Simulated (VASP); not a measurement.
Write the native input for VASP 6.6.1 that does the following.

- Task: single point
- Functional: B3LYP
- Potentials or basis: VASP PAW PBE potentials, release 64 (Zn, O)
- Cutoff: 520 eV
- k mesh: 5 × 5 × 3
- Occupations: fermi-dirac, width 0.05 eV
- Spin: no spin polarisation
- Dipole correction: no
- Grid for exact exchange (PRECFOCK): Normal
- Further INCAR settings: ALGO = Normal; EDIFF = 1e-06; NBANDS = 26
- Share of exact exchange: 0.2

The system is ZnO.

```xyz
4
Lattice="3.2493 0.0000 0.0000 -1.6247 2.8140 0.0000 0.0000 0.0000 5.2057" Properties=species:S:1:pos:R:3 pbc="T T T"
Zn    1.6247    0.9380    0.0000
Zn    0.0000    1.8760    2.6029
O     0.0000    1.8760    4.5759
O     1.6247    0.9380    1.9730
```

These files were run (other wordings do the same):

POSCAR

```
ZnO
1.0
    3.2493080000      0.0000000000      0.0000000000
   -1.6246540000      2.8139832727      0.0000000000
    0.0000000000      0.0000000000      5.2057090000
Zn O
2 2
Direct
    0.6666666667      0.3333333333      0.0000000000
    0.3333333333      0.6666666667      0.5000000000
    0.3333333333      0.6666666667      0.8790100000
    0.6666666667      0.3333333333      0.3790100000
```

INCAR.step1

```
SYSTEM = ZnO
PREC     = Accurate       ! precision mode
ENCUT    = 520            ! plane-wave cutoff, eV
EDIFF    = 1E-5           ! SCF threshold, eV
ISMEAR   = -1             ! smearing method
SIGMA    = 0.05           ! smearing width, eV
LREAL    = .False.        ! projectors in reciprocal space
LASPH    = .True.         ! aspherical terms in the spheres
NELM     = 100            ! most SCF steps
ALGO     = Normal         ! electronic algorithm
ISIF     = 2              ! what is computed and relaxed
LWAVE    = .True.         ! write WAVECAR
LCHARG   = .False.        ! write CHGCAR
NBANDS   = 26             ! bands
GGA      = PE             ! functional
```

INCAR.step2

```
SYSTEM = ZnO
PREC     = Accurate       ! precision mode
ENCUT    = 520            ! plane-wave cutoff, eV
EDIFF    = 1E-6           ! SCF threshold, eV
ISMEAR   = -1             ! smearing method
SIGMA    = 0.05           ! smearing width, eV
LREAL    = .False.        ! projectors in reciprocal space
LASPH    = .True.         ! aspherical terms in the spheres
NELM     = 100            ! most SCF steps
ALGO     = Normal         ! electronic algorithm
ISIF     = 2              ! what is computed and relaxed
LWAVE    = .False.        ! write WAVECAR
LCHARG   = .False.        ! write CHGCAR
GGA      = B3             ! functional
LHFCALC  = .True.         ! exact exchange
AEXX     = 0.2            ! exact-exchange fraction
AGGAX    = 0.72         
AGGAC    = 0.81         
ALDAC    = 0.19         
PRECFOCK = Normal       
NBANDS   = 26             ! bands
ISTART   = 1
```

KPOINTS

```
Automatic mesh
0
Gamma
  5 5 3
  0 0 0
```

Potentials or basis: VASP PAW PBE potentials, release 64 (Zn, O).

The run is started by

```bash
$ cat potpaw_PBE.64/Zn/POTCAR potpaw_PBE.64/O/POTCAR > POTCAR
$ cp INCAR.step1 INCAR
$ mpirun -np 1 vasp_std > vasp.out
$ cp INCAR.step2 INCAR
$ mpirun -np 1 vasp_std > vasp.out
```

Results of the run:

```yaml
Pressure: 5.5 GPa
Largest_force: 0.078 eV/Å
Band_gap_on_the_k_mesh: 2.89 eV
```

Caveat: the k points lie up to 0.45 Å⁻¹ apart; the PAW data sets were made with another functional, which shifts forces and pressure a little.

Wall time 73 min on 1 thread of Intel Xeon 8259CL (shared host), peak memory 0.18 GiB.
